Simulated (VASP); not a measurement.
A run of VASP 6.6.1:

The input INCAR:

```
SYSTEM = Mn
PREC = Accurate ; ENCUT = 520
EDIFF = 1E-6 ; ISMEAR = -1
SIGMA = 0.08 ; LREAL = .False.
LASPH = .True. ; NELM = 150
ALGO = Normal ; ISIF = 2
LWAVE = .False. ; LCHARG = .True.
ISPIN = 2 ; MAGMOM = 3 3
LORBIT = 11 ; LMAXMIX = 4
LELF = .True. ; LVHAR = .True.
NBANDS = 24
```

The input KPOINTS:

```
Automatic mesh
0
Gamma
  14 14 14
  0 0 0
```

The input POSCAR:

```
Mn
1.0
    0.0000000000      2.4146549642      2.4146549642
    2.4146549642      0.0000000000      2.4146549642
    2.4146549642      2.4146549642      0.0000000000
Mn
2
Direct
   -0.1250000000     -0.1250000000     -0.1250000000
    0.1250000000      0.1250000000      0.1250000000
```

Potentials or basis: VASP PAW LDA potentials, release 64 (Mn_pv).

The run is started by

```bash
$ cat potpaw_LDA.64/Mn_pv/POTCAR > POTCAR
$ mpirun -np 1 vasp_std > vasp.out
```

Hardware: 1 thread of Intel Xeon 8259CL, with other jobs on the host.

Q: Estimate the wall time of this run.

A: Wall time 2.6 min on 1 thread of Intel Xeon 8259CL, with other jobs on the host, peak memory 0.22 GiB. Counts: scf iterations 14, k points 104.
